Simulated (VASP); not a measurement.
A run of VASP 6.6.1:

The input INCAR:

```
PREC = Accurate ; ENCUT = 520
EDIFF = 1E-6 ; ISMEAR = 0
SIGMA = 0.1 ; LREAL = False
LASPH = True ; NELM = 80
ALGO = Fast ; ISIF = 2
LWAVE = False ; LCHARG = True
GGA = PS ; LELF = True
LVHAR = True ; NBANDS = 21
```

The input KPOINTS:

```
Automatic mesh
0
Gamma
  16 16 16
```

POSCAR

```
W
1.0
    3.1858712550      0.0000000000      0.0000000000
    0.0000000000      3.1858712550      0.0000000000
    0.0000000000      0.0000000000      3.1276946230
W
2
Direct
    0.0000000000      0.0000000000      0.0000000000
    0.5000000000      0.5000000000      0.5000000000
```

Potentials or basis: VASP PAW PBE potentials, release 64 (W_sv).

Run with:

```console
$ cat potpaw_PBE.64/W_sv/POTCAR > POTCAR
$ mpirun -np 1 vasp_std > vasp.out
```

Hardware: 1 thread of Intel(R) Xeon(R) Platinum 8375C CPU @ 2.90GHz (Ice Lake) (shared host).

Problem. How long does it take, and how much memory?

Solution. Wall time 96 s on 1 thread of Intel(R) Xeon(R) Platinum 8375C CPU @ 2.90GHz (Ice Lake) (shared host), peak memory 0.31 GiB. Counts: scf iterations 13, k points 405.
